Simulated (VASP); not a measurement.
# MgB2 (P6/mmm) in VASP: relaxation of cell and atoms with PBE+D3(BJ)

Aim: the relaxation of cell and atoms of MgB2 with PBE+D3(BJ).

Program: VASP 6.6.1. These are calculated values, not measurements. Logs are shortened: lines on timing, memory, paths and dates and some standing lists are left out, and cuts for length are marked.

### Step 1. The cell of the first run

It takes space group P6/mmm (No. 191, hexagonal). Conventional cell: a = 3.073 Å, b = 3.073 Å, c = 3.532 Å, α = 90.00°, β = 90.00°, γ = 120.00°. Mg (site symmetry 6/mmm) has 12 B at 2.50 Å and 6 Mg at 3.07 Å within 3.3 Å. B (site symmetry -6m2) has 3 B at 1.77 Å within 2.4 Å.

### Step 2. Relaxation of cell and atoms, PBE+D3(BJ)

INCAR reads:

```
PREC     = Accurate       # precision mode
ENCUT    = 600            # plane-wave cutoff, eV
EDIFF    = 1E-7           # SCF threshold, eV
ISMEAR   = 0              # smearing method
SIGMA    = 0.1            # smearing width, eV
LREAL    = False          # projectors in reciprocal space
LASPH    = True           # aspherical terms in the spheres
NELM     = 80             # most SCF steps
ALGO     = Normal         # electronic algorithm
ISIF     = 3              # what is computed and relaxed
LWAVE    = False          # write WAVECAR
LCHARG   = False          # write CHGCAR
GGA      = PE             # functional
IVDW     = 12             # dispersion correction
IBRION   = 2              # ionic algorithm
NSW      = 70             # ionic steps
EDIFFG   = -0.005         # ionic threshold
```

KPOINTS reads:

```
regular mesh
0
Gamma
  15 15 12
```

POSCAR reads:

```
MgB2
1.0
    3.0728984929      0.0000000000      0.0000000000
   -1.5364492465      2.6612081581      0.0000000000
    0.0000000000      0.0000000000      3.5320018760
Mg B
1 2
Direct
    0.0000000000      0.0000000000      0.0000000000
    0.3333333333      0.6666666667      0.5000000000
    0.6666666667      0.3333333333      0.5000000000
```

Potentials or basis: VASP PAW PBE potentials, release 64 (Mg, B).

Launch:

```
cat potpaw_PBE.64/Mg/POTCAR potpaw_PBE.64/B/POTCAR > POTCAR
mpirun -np 1 vasp_std > vasp.out
```

OUTCAR:

```text
PREC = Accurate
   ENCUT = 600
   EDIFF = 1E-7
   ISMEAR = 0
   LREAL = False
   LASPH = True
   NELM = 80
   ISIF = 3
   GGA = PE
   IVDW = 12
   IBRION = 2
   NSW = 70
   EDIFFG = -0.005
 IVDW          = 12

 ion  position               nearest neighbor table
   1  0.000  0.000  0.000-   2 2.50   3 2.50   2 2.50   3 2.50   3 2.50   3 2.50   2 2.50   2 2.50
                             3 2.50   3 2.50   2 2.50   2 2.50
   2  0.333  0.667  0.500-   3 1.77   3 1.77   3 1.77   1 2.50   1 2.50   1 2.50   1 2.50   1 2.50
                             1 2.50
   3  0.667  0.333  0.500-   2 1.77   2 1.77   2 1.77   1 2.50   1 2.50   1 2.50   1 2.50   1 2.50
                             1 2.50

  LATTYP: Found a hexagonal cell.
 ALAT       =     3.0728984929
 C/A-ratio  =     1.1494040184

  Lattice vectors:

 A1 = (   3.0728984929,   0.0000000000,   0.0000000000)
 A2 = (  -1.5364492465,   2.6612081581,   0.0000000000)
 A3 = (   0.0000000000,   0.0000000000,   3.5320018760)

Analysis of symmetry for initial positions (statically):
=====================================================================
 Subroutine PRICEL returns:
 Original cell was already a primitive cell.

 Routine SETGRP: Setting up the symmetry group for a
 hexagonal supercell.

 Subroutine GETGRP returns: Found 24 space group operations
 (whereof 24 operations were pure point group operations)
 out of a pool of 24 trial point group operations.

The static configuration has the point symmetry D_6h.

Analysis of symmetry for dynamics (positions and initial velocities):
=====================================================================
 Subroutine PRICEL returns:
 Original cell was already a primitive cell.

 Routine SETGRP: Setting up the symmetry group for a
 hexagonal supercell.

 Subroutine GETGRP returns: Found 24 space group operations
 (whereof 24 operations were pure point group operations)
 out of a pool of 24 trial point group operations.

The dynamic configuration has the point symmetry D_6h.

 Subroutine INISYM returns: Found 24 space group operations
 (whereof 24 operations are pure point group operations),
 and found     1 'primitive' translations

----------------------------------------------------------------------------------------

                                     Primitive cell

  volume of cell :      28.8834

  direct lattice vectors                    reciprocal lattice vectors
     3.072898493  0.000000000  0.000000000     0.325425653  0.187884589  0.000000000
    -1.536449246  2.661208158  0.000000000     0.000000000  0.375769177  0.000000000
     0.000000000  0.000000000  3.532001876     0.000000000  0.000000000  0.283125557

  length of vectors
     3.072898493  3.072898493  3.532001876     0.375769177  0.375769177  0.283125557

  position of ions in fractional coordinates (direct lattice)
     0.000000000  0.000000000  0.000000000
     0.333333333  0.666666667  0.500000000
     0.666666667  0.333333333  0.500000000

  ion indices of the primitive-cell ions
   primitive index   ion index
                 1           1
                 2           2
                 3           3

----------------------------------------------------------------------------------------

 KPOINTS: regular mesh

Automatic generation of k-mesh.
 Grid dimensions read from file:
 generate k-points for:   15   15   12

 Generating k-lattice:

  Cartesian coordinates                     Fractional coordinates (reciprocal lattice)
     0.021695044  0.012525639  0.000000000     0.066666667  0.000000000  0.000000000
     0.000000000  0.025051278  0.000000000     0.000000000  0.066666667  0.000000000
     0.000000000  0.000000000  0.023593796     0.000000000  0.000000000  0.083333333

  Length of vectors
     0.025051278  0.025051278  0.023593796

  Shift w.r.t. Gamma in fractional coordinates (k-lattice)
     0.000000000  0.000000000  0.000000000

 Subroutine IBZKPT returns following result:
 ===========================================

 Found    189 irreducible k-points:

 Following reciprocal coordinates:
            Coordinates               Weight
  0.000000  0.000000  0.000000      1.000000
  0.066667  0.000000  0.000000      6.000000
  0.133333  0.000000  0.000000      6.000000
  0.200000  0.000000  0.000000      6.000000
  0.266667  0.000000  0.000000      6.000000
  0.333333 -0.000000  0.000000      6.000000
[... 16 lines left out ...]
  0.333333  0.200000  0.000000     12.000000
  0.400000  0.200000  0.000000      6.000000
 [... further k-points ...]
   k-points           NKPTS =    189   k-points in BZ     NKDIM =    189   number of bands    NBANDS=      8
   number of dos      NEDOS =    301   number of ions     NIONS =      3
   total plane-waves  NPLWV =  21952
   dimension x,y,z NGX =    28 NGY =   28 NGZ =   28
   dimension x,y,z NGXF=    56 NGYF=   56 NGZF=   56
   ions per type =               1   2
   NGX,Y,Z   is equivalent  to a cutoff of  15.15, 15.15, 13.18 a.u.
   NGXF,Y,Z  is equivalent  to a cutoff of  30.30, 30.30, 26.36 a.u.
 SYSTEM =  unknown system
   PREC   = accura    normal or accurate (medium, high low for compatibility)
   ISTART =      0    job   : 0-new  1-cont  2-samecut
   ICHARG =      2    charge: 1-file 2-atom 10-const
   ISPIN  =      1    spin polarized calculation?
   LNONCOLLINEAR =      F non collinear calculations
   LSORBIT =      F    spin-orbit coupling
   LASPH  =      T    aspherical Exc in radial PAW
   ENCUT  =  600.0 eV  44.10 Ry    6.64 a.u.   6.14  6.14  7.05*2*pi/ulx,y,z
   NELM   =     80;   NELMIN=  2; NELMDL= -5     # of ELM steps
   EDIFF  = 0.1E-06   stopping-criterion for ELM
   LREAL  =      F    real-space projection
   EDIFFG = -.5E-02   stopping-criterion for IOM
   NSW    =     70    number of steps for IOM
   IBRION =      2    ionic relax: 0-MD 1-quasi-New 2-CG
   NFREE  =      1    steps in history (QN), initial steepest desc. (CG)
   ISIF   =      3    stress and relaxation
   ISYM   =      2    0-nonsym 1-usesym 2-fastsym
   POTIM  = 0.5000    time-step for ionic-motion
   TEBEG  =    0.0;   TEEND  =   0.0 temperature during run
   PSTRESS=    0.0 pullay stress
   NELECT =       8.0000    total number of electrons
   NUPDOWN=      -1.0000    fix difference up-down
   EMIN   =  10.00;   EMAX   =-10.00  energy-range for DOS
   EFERMI =   0.00;   METHOD = LEGACY
   ISMEAR =     0;   SIGMA  =   0.10  broadening in eV -4-tet -1-fermi 0-gaus
   EFERMI_NEDOS =   21; number of points for ismear=-14 and -15
   IALGO  =     38    algorithm
   IMIX   =      4    mixing-type and parameters
     AMIX     =   0.40;   BMIX     =  1.00
     AMIX_MAG =   1.60;   BMIX_MAG =  1.00
  volume/ion in A,a.u.               =       9.63        64.97
  Fermi-wavevector in a.u.,A,eV,Ry     =   1.067142  2.016606 15.494203  1.138792
  Thomas-Fermi vector in A             =   2.202749
   LORBIT       =      0    0 simple, 1 ext, 2 COOP (PROOUT), +10 PAW based schemes
   GGA     = PE    functional components
   LHFCALC =     F    Hartree Fock is set to
   AEXX    =    0.0000 exact exchange contribution
   IVDW    =    12    specifies the selected vdW correction
   LEPSILON=     F    determine dielectric tensor
   LRPA    =     F    only Hartree local field effects (RPA)
 conjugate gradient relaxation of ions
 non-spin polarized calculation
 Gauss-broadening in eV      SIGMA  =   0.10
  energy-cutoff  :      600.00
  volume of cell :       28.88
 maximum number of plane-waves:       975
 NGX is ok and might be reduce to    28
   NGX = 13   NGY = 13   NGZ = 15

--------------------------------------- Ionic step        1  -------------------------------------------

 number of electron       8.0000000 magnetization

 Free energy of the ion-electron system (eV)
  ---------------------------------------------------
  ext. energy  EPLUGINS =         0.00000000
  ---------------------------------------------------
  free energy    TOTEN  =       -15.32713029 eV

  energy without entropy =      -15.32340071  energy(sigma->0) =      -15.32526550

------------------------ aborting loop because EDIFF is reached ----------------------------------------

 Edisp (eV)   -0.85132

 E8    (eV) :    -0.3293

  FORCE on cell =-STRESS in cart. coord.  units (eV):
  Direction    XX          YY          ZZ          XY          YZ          ZX
  --------------------------------------------------------------------------------------
  -------------------------------------------------------------------------------------
  Total      -0.90989    -0.90989    -0.94012     0.00000    -0.00000    -0.00000
  in kB     -50.47189   -50.47189   -52.14878     0.00000    -0.00000    -0.00000
  external pressure =      -51.03 kB  Pullay stress =        0.00 kB
[... 145 lines left out ...]
  energy  without entropy=      -16.1911644112  energy(sigma->0) =      -16.19315874

--------------------------------------- Ionic step        5  -------------------------------------------

 number of electron       8.0000000 magnetization

 Free energy of the ion-electron system (eV)
  ---------------------------------------------------
  ext. energy  EPLUGINS =         0.00000000
  ---------------------------------------------------
  free energy    TOTEN  =       -15.31187762 eV

  energy without entropy =      -15.30772239  energy(sigma->0) =      -15.30980000

 E-fermi :   5.5483     XC(G=0): -11.0750

 val. band max:        5.5385299912   @ k =   0.3333   0.2000   0.0833
 cond. band min:       5.5495963775   @ k =   0.0667   0.0000   0.0833
 fundamental gap:      0.0110663863
 Fermi energy:         5.5482796688

 k-point     1 :       0.0000    0.0000    0.0000
  band No.  band energies     occupation
      1      -7.1075      2.00000
      2       2.5617      2.00000
      3       5.9310      0.00000
      4       5.9310      0.00000
      5       7.3540      0.00000
      6      12.0117      0.00000
      7      12.0117      0.00000
      8      14.0461      0.00000
[... 243 lines left out ...]
 k-point    24 :       0.4000    0.2000    0.0000
  band No.  band energies     occupation
      1      -2.6461      2.00000
      2      -1.9886      2.00000
      3       1.0343      2.00000
      4       6.3604      0.00000
      5       8.3714      0.00000
      6      11.4191      0.00000
      7      11.6374      0.00000
      8      14.0377      0.00000

 [... further k-points ...]

------------------------ aborting loop because EDIFF is reached ----------------------------------------

 Edisp (eV)   -0.88336

 E8    (eV) :    -0.3417

  FORCE on cell =-STRESS in cart. coord.  units (eV):
  Direction    XX          YY          ZZ          XY          YZ          ZX
  --------------------------------------------------------------------------------------
  -------------------------------------------------------------------------------------
  Total       0.00534     0.00534     0.00362    -0.00000     0.00000     0.00000
  in kB       0.30705     0.30705     0.20809    -0.00000     0.00000     0.00000
  external pressure =        0.27 kB  Pullay stress =        0.00 kB
[... 18 lines left out ...]
  FREE ENERGIE OF THE ION-ELECTRON SYSTEM (eV)
  ---------------------------------------------------
  free  energy   TOTEN  =       -16.1952365740 eV

  energy  without entropy=      -16.1910813439  energy(sigma->0) =      -16.19315896

 reached required accuracy - stopping structural energy minimisation
```

It took 2.7 min on 1 thread of Intel Xeon Platinum 8375C at 2.90GHz (Ice Lake), shared host; peak memory 0.22 GiB.

What came out:

- Free energy: -16.1952 eV
- Relaxed volume: 9.29 Å³/atom
- Relaxed cell: a = 3.045 Å, b = 3.045 Å, c = 3.470 Å, α = 90.00°, β = 90.00°, γ = 120.00°
- Space group after relaxing (to 0.1 Å): P6/mmm (No. 191)
- Energy gained by relaxing: 5.6 meV/atom
- Ionic steps: 5
- Pressure after relaxing: 0.0 GPa
- Band gap on the k mesh: zero (bands 4 and 5 overlap by 3.92 eV)
- Dispersion energy per atom: -0.294 eV

The path:
| step | energy change (eV) | largest force (eV/Å) | pressure (GPa) | volume (Å³) |
| --- | --- | --- | --- | --- |
| 1 | 0.0000 | 0.0000 | -5.10 | 28.88 |
| 2 | -0.0141 | 0.0000 | 1.80 | 27.62 |
| 3 | -0.0157 | 0.0000 | 0.03 | 27.92 |
| 4 | -0.0167 | 0.0000 | 0.03 | 27.88 |
| 5 | -0.0168 | 0.0000 | 0.03 | 27.86 |

Final structure:
```
Mg B
1.0
     3.04501    0.00000    0.00000
    -1.52250    2.63706    0.00000
     0.00000    0.00000    3.46959
Mg B
1 2
Cartesian
  -1.5225 2.6371 0.0000
  0.0000 1.7580 1.7348
  1.5225 0.8790 1.7348
```
